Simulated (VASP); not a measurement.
# LiNbO3 (R3c) in VASP: single point with PBEsol

Aim: the single point of LiNbO3 with PBEsol.

Program: VASP 6.6.1. These are calculated values, not measurements. Logs are shortened: lines on timing, memory, paths and dates and some standing lists are left out, and cuts for length are marked.

## Step 1: The cell of the first run

The structure is trigonal, space group R3c (No. 161). Conventional cell: a = 5.135 Å, b = 5.135 Å, c = 13.825 Å, α = 90.00°, β = 90.00°, γ = 120.00°. Li (site symmetry 3) has 6 O at 2.05 to 2.24 Å within 2.7 Å. Within 2.5 Å of Nb (site symmetry 3) lie 6 O at 1.88 to 2.12 Å. Within 2.5 Å of O (site symmetry 1) lie 2 Nb at 1.88 to 2.12 Å and 2 Li at 2.05 to 2.24 Å. Within 2.5 Å of O (site symmetry 1) lie 2 Nb at 1.88 to 2.12 Å and 2 Li at 2.05 to 2.24 Å. Within 2.5 Å of O (site symmetry 1) lie 2 Nb at 1.88 to 2.12 Å and 2 Li at 2.05 to 2.24 Å.

## Step 2: Single point, PBEsol

INCAR reads:

```
ALGO = Normal ; EDIFF = 1E-6
ENCUT = 520 ; GGA = PS
ISIF = 2 ; ISMEAR = 0
ISYM = 0 ; LASPH = T
LCHARG = T ; LELF = T
LREAL = Auto ; LVHAR = T
LWAVE = F ; NBANDS = 84
NELM = 100 ; PREC = Accurate
SIGMA = 0.02
```

KPOINTS reads:

```
Automatic mesh
0
Gamma
  2 2 2
  0.5 0.5 0.5
```

POSCAR reads:

```
LiNbO3
1.0
    5.1345591914      0.0000000000      0.0000000000
    0.0000000000      2.9644391313     -4.6084346245
    0.0000000000      5.9288782627      4.6084346245
Li Nb O
4 4 12
Direct
    0.0000000000      0.4365182309      0.2817408846
    0.5000000000      0.9365182309      0.7817408846
    0.0000000000      0.4365182309      0.7817408846
    0.5000000000      0.9365182309      0.2817408846
    0.0000000000      0.0013753076      0.9993123462
    0.5000000000      0.5013753076      0.4993123462
    0.0000000000      0.0013753076      0.4993123462
    0.5000000000      0.5013753076      0.9993123462
    0.8747064823      0.0449393366      0.2355561058
    0.3747064823      0.5449393366      0.7355561058
    0.3046209848      0.2242668036      0.4148835729
    0.8046209848      0.7242668036      0.9148835729
    0.8206725329      0.3495603214      0.5401770906
    0.3206725329      0.8495603214      0.0401770906
    0.6793274671      0.8495603214      0.5401770906
    0.1793274671      0.3495603214      0.0401770906
    0.1252935177      0.0449393366      0.7355561058
    0.6252935177      0.5449393366      0.2355561058
    0.1953790152      0.7242668036      0.4148835729
    0.6953790152      0.2242668036      0.9148835729
```

Potentials or basis: VASP PAW PBE potentials, release 64 (Li_sv, Nb_sv, O).

Launch:

```bash
$ cat potpaw_PBE.64/Li_sv/POTCAR potpaw_PBE.64/Nb_sv/POTCAR potpaw_PBE.64/O/POTCAR > POTCAR
$ mpirun -np 1 vasp_std > vasp.out
```

OUTCAR:

```text
EDIFF = 1E-6
   ENCUT = 520
   GGA = PS
   ISIF = 2
   ISMEAR = 0
   ISYM = 0
   LASPH = T
   LREAL = Auto
   NELM = 100
   PREC = Accurate

 ion  position               nearest neighbor table
   1  0.000  0.437  0.282-  19 2.05  18 2.05  16 2.05   9 2.24  13 2.24  11 2.24
   2  0.500  0.937  0.782-  20 2.05  17 2.05  15 2.05  10 2.24  14 2.24  12 2.24
   3  0.000  0.437  0.782-  12 2.05  10 2.05  13 2.05  17 2.24  16 2.24  20 2.24
   4  0.500  0.937  0.282-  11 2.05   9 2.05  14 2.05  18 2.24  15 2.24  19 2.24
   5  0.000  0.001  0.999-  14 1.88  12 1.88   9 1.88  20 2.12  17 2.12  16 2.12
   6  0.500  0.501  0.499-  13 1.88  11 1.88  10 1.88  19 2.12  18 2.12  15 2.12
   7  0.000  0.001  0.499-  15 1.88  19 1.88  17 1.88  11 2.12   9 2.12  13 2.12
   8  0.500  0.501  0.999-  16 1.88  20 1.88  18 1.88  12 2.12  10 2.12  14 2.12
   9  0.875  0.045  0.236-   5 1.88   4 2.05   7 2.12   1 2.24
  10  0.375  0.545  0.736-   6 1.88   3 2.05   8 2.12   2 2.24
  11  0.305  0.224  0.415-   6 1.88   4 2.05   7 2.12   1 2.24
  12  0.805  0.724  0.915-   5 1.88   3 2.05   8 2.12   2 2.24
  13  0.821  0.350  0.540-   6 1.88   3 2.05   7 2.12   1 2.24
  14  0.321  0.850  0.040-   5 1.88   4 2.05   8 2.12   2 2.24
  15  0.679  0.850  0.540-   7 1.88   2 2.05   6 2.12   4 2.24
  16  0.179  0.350  0.040-   8 1.88   1 2.05   5 2.12   3 2.24
  17  0.125  0.045  0.736-   7 1.88   2 2.05   5 2.12   3 2.24
  18  0.625  0.545  0.236-   8 1.88   1 2.05   6 2.12   4 2.24
  19  0.195  0.724  0.415-   7 1.88   1 2.05   6 2.12   4 2.24
  20  0.695  0.224  0.915-   8 1.88   2 2.05   5 2.12   3 2.24

IMPORTANT INFORMATION: All symmetrisations will be switched off!
NOSYMM: (Re-)initialisation of all symmetry stuff for point group C_1.

----------------------------------------------------------------------------------------

                                     Primitive cell

  volume of cell :     210.4362

  direct lattice vectors                    reciprocal lattice vectors
     5.134559191  0.000000000  0.000000000     0.194758686  0.000000000  0.000000000
     0.000000000  2.964439131 -4.608434625     0.000000000  0.112443980 -0.144662281
     0.000000000  5.928878263  4.608434625     0.000000000  0.112443980  0.072331141

  length of vectors
     5.134559191  5.479559202  7.509278736     0.194758686  0.183223427  0.133699074

  position of ions in fractional coordinates (direct lattice)
     0.000000000  0.436518231  0.281740885
     0.500000000  0.936518231  0.781740885
     0.000000000  0.436518231  0.781740885
     0.500000000  0.936518231  0.281740885
     0.000000000  0.001375308  0.999312346
     0.500000000  0.501375308  0.499312346
[... 12 lines left out ...]
     0.195379015  0.724266804  0.414883573
[... 83 lines left out ...]
   POTIM  = 0.5000    time-step for ionic-motion
   TEBEG  =    0.0;   TEEND  =   0.0 temperature during run
   PSTRESS=    0.0 pullay stress
   NELECT =     136.0000    total number of electrons
   NUPDOWN=      -1.0000    fix difference up-down
   EMIN   =  10.00;   EMAX   =-10.00  energy-range for DOS
   EFERMI =   0.00;   METHOD = LEGACY
   ISMEAR =     0;   SIGMA  =   0.02  broadening in eV -4-tet -1-fermi 0-gaus
   EFERMI_NEDOS =   21; number of points for ismear=-14 and -15
   IALGO  =     38    algorithm
   IMIX   =      4    mixing-type and parameters
     AMIX     =   0.40;   BMIX     =  1.00
     AMIX_MAG =   1.60;   BMIX_MAG =  1.00
  volume/ion in A,a.u.               =      10.52        71.00
  Fermi-wavevector in a.u.,A,eV,Ry     =   1.415406  2.674729 27.257557  2.003374
  Thomas-Fermi vector in A             =   2.536848
   LORBIT       =      0    0 simple, 1 ext, 2 COOP (PROOUT), +10 PAW based schemes
   GGA     = PS    functional components
   LHFCALC =     F    Hartree Fock is set to
   AEXX    =    0.0000 exact exchange contribution
   IVDW    =     0    specifies the selected vdW correction
   LEPSILON=     F    determine dielectric tensor
   LRPA    =     F    only Hartree local field effects (RPA)
 non-spin polarized calculation
 Gauss-broadening in eV      SIGMA  =   0.02
  energy-cutoff  :      520.00
  volume of cell :      210.44
 maximum number of plane-waves:      5676
 NGX is ok and might be reduce to    40
   NGX = 19   NGY = 21   NGZ = 27

 number of electron     136.0000054 magnetization

 Free energy of the ion-electron system (eV)
  ---------------------------------------------------
  ext. energy  EPLUGINS =         0.00000000
  ---------------------------------------------------
  free energy    TOTEN  =      -166.94069423 eV

  energy without entropy =     -166.94069423  energy(sigma->0) =     -166.94069423

 E-fermi :   3.5976     XC(G=0): -11.1016

 val. band max:        3.4543221521   @ k =   0.2500  -0.2500  -0.2500
 cond. band min:       7.1590161730   @ k =   0.2500   0.2500   0.2500
 fundamental gap:      3.7046940208
 Fermi energy:         3.5976401754

 k-point     1 :       0.2500    0.2500    0.2500
  band No.  band energies     occupation
      1     -50.4993      2.00000
      2     -50.4954      2.00000
      3     -50.4938      2.00000
      4     -50.4900      2.00000
      5     -38.2920      2.00000
      6     -38.2913      2.00000
[... 321 lines left out ...]
     79       8.8112      0.00000
     80       8.8953      0.00000
 [bands above 80 left out]

------------------------ aborting loop because EDIFF is reached ----------------------------------------

  FORCE on cell =-STRESS in cart. coord.  units (eV):
  Direction    XX          YY          ZZ          XY          YZ          ZX
  --------------------------------------------------------------------------------------
  -------------------------------------------------------------------------------------
  Total       -0.3152283     -0.3224858     -0.5435155      0.0001088      0.1573302     -0.0000604
  in kB       -2.4000231     -2.4552786     -4.1381106      0.0008285      1.1978494     -0.0004597
  external PRESSURE =      -2.9978041 kB  Pullay stress =       0.0000000 kB

 VOLUME and BASIS-vectors are now :
 -----------------------------------------------------------------------------
  energy-cutoff  :      520.00
  volume of cell :      210.44
      direct lattice vectors                 reciprocal lattice vectors
     5.134559191  0.000000000  0.000000000     0.194758686  0.000000000  0.000000000
     0.000000000  2.964439131 -4.608434625     0.000000000  0.112443980 -0.144662281
     0.000000000  5.928878263  4.608434625     0.000000000  0.112443980  0.072331141

 POSITION                                       TOTAL-FORCE (eV/Angst)
 -----------------------------------------------------------------------------------
      0.00000      2.96444     -0.71328        -0.004525     -0.003394      0.002512
      2.56728      7.41110     -0.71328        -0.004536     -0.003400      0.002473
      0.00000      5.92888      1.59094         0.004556     -0.003411      0.002446
      2.56728      4.44666     -3.01750         0.004518     -0.003403      0.002493
      0.00000      5.92888      4.59893        -0.039677      0.074919     -0.108186
      2.56728      4.44666     -0.00951        -0.039613      0.074821     -0.108257
[... 12 lines left out ...]
      1.00319      4.60684     -1.42577         0.021550     -0.012881      0.046092
      3.57046      6.08906      3.18266         0.021539     -0.012942      0.046023
 -----------------------------------------------------------------------------------
    total drift:                               -0.000039      0.030439      0.015028

  FREE ENERGIE OF THE ION-ELECTRON SYSTEM (eV)
  ---------------------------------------------------
  free  energy   TOTEN  =      -166.9406942344 eV

  energy  without entropy=     -166.9406942344  energy(sigma->0) =     -166.94069423
```

OSZICAR:

```text
N       E                     dE             d eps       ncg     rms          rms(c)
DAV:   1     0.159104620777E+04    0.15910E+04   -0.72861E+04   672   0.171E+03
DAV:   2    -0.331265166089E+02   -0.16242E+04   -0.15695E+04   832   0.611E+02
DAV:   3    -0.187121544484E+03   -0.15400E+03   -0.15274E+03   968   0.176E+02
DAV:   4    -0.199623415024E+03   -0.12502E+02   -0.12473E+02  1264   0.444E+01
DAV:   5    -0.200368503352E+03   -0.74509E+00   -0.74462E+00  1048   0.805E+00    0.376E+01
DAV:   6    -0.167123208026E+03    0.33245E+02   -0.16413E+02   920   0.551E+01    0.135E+01
DAV:   7    -0.166935296021E+03    0.18791E+00   -0.15754E+01  1016   0.166E+01    0.747E+00
DAV:   8    -0.166938171468E+03   -0.28754E-02   -0.19586E+00  1152   0.635E+00    0.250E+00
DAV:   9    -0.166942423037E+03   -0.42516E-02   -0.31868E-01   960   0.303E+00    0.142E+00
DAV:  10    -0.166939748638E+03    0.26744E-02   -0.65455E-02   952   0.153E+00    0.129E-01
DAV:  11    -0.166940548114E+03   -0.79948E-03   -0.70360E-03  1096   0.347E-01    0.879E-02
DAV:  12    -0.166940621854E+03   -0.73740E-04   -0.62731E-04  1016   0.108E-01    0.422E-02
DAV:  13    -0.166940694260E+03   -0.72406E-04   -0.14466E-04   984   0.547E-02    0.152E-02
DAV:  14    -0.166940694533E+03   -0.27297E-06   -0.19522E-05  1136   0.233E-02    0.114E-02
DAV:  15    -0.166940694234E+03    0.29824E-06   -0.85433E-06   800   0.126E-02
   1 F= -.16694069E+03 E0= -.16694069E+03  d E =-.281573E-24
```

stdout:

```text
POSCAR found type information on POSCAR LiNbO
 POSCAR found :  3 types and      20 ions
 scaLAPACK will be used
 -----------------------------------------------------------------------------
|                                                                             |
|                                                                             |
|     You enforced a specific xc type in the INCAR file but a different       |
|     I HOPE YOU KNOW WHAT YOU ARE DOING!                                     |
|                                                                             |
 -----------------------------------------------------------------------------

 LDA part: xc-table for (Slater+PW92), standard interpolation
 POSCAR, INCAR and KPOINTS ok, starting setup
 FFT: planning ... GRIDC
 FFT: planning ... GRID_SOFT
 FFT: planning ... GRID
 WAVECAR not read
 entering main loop
```

Run time: 77 s. Hardware: 1 thread of Intel Xeon Platinum 8559C (Emerald Rapids), shared host; peak memory 0.3 GiB.

What came out:

```yaml
Free_energy: -166.9407 eV
Largest_force: 0.137 eV/Å
Band_gap_on_the_k_mesh: 3.70 eV
```

Forces on the atoms (eV/Å):
```
Li  -0.005 -0.003  0.003
Li  -0.005 -0.003  0.002
Li   0.005 -0.003  0.002
Li   0.005 -0.003  0.002
Nb  -0.040  0.075 -0.108
Nb  -0.040  0.075 -0.108
Nb   0.040  0.075 -0.108
Nb   0.040  0.075 -0.108
O    0.002 -0.017  0.013
O    0.002 -0.017  0.014
O   -0.022 -0.013  0.046
O   -0.022 -0.013  0.046
O    0.016 -0.042  0.046
O    0.016 -0.042  0.046
O   -0.015 -0.042  0.046
O   -0.015 -0.042  0.046
O   -0.002 -0.017  0.013
O   -0.002 -0.017  0.013
O    0.022 -0.013  0.046
O    0.022 -0.013  0.046
```

Caveat: the k points lie up to 0.61 Å⁻¹ apart; the cutoff is under 1.25 times the usual one of these potentials, so pressure, stress and relaxed cells hold a basis-set (Pulay) error; the PAW data sets were made with another functional, which shifts forces and pressure a little. A k mesh can miss the band edges.
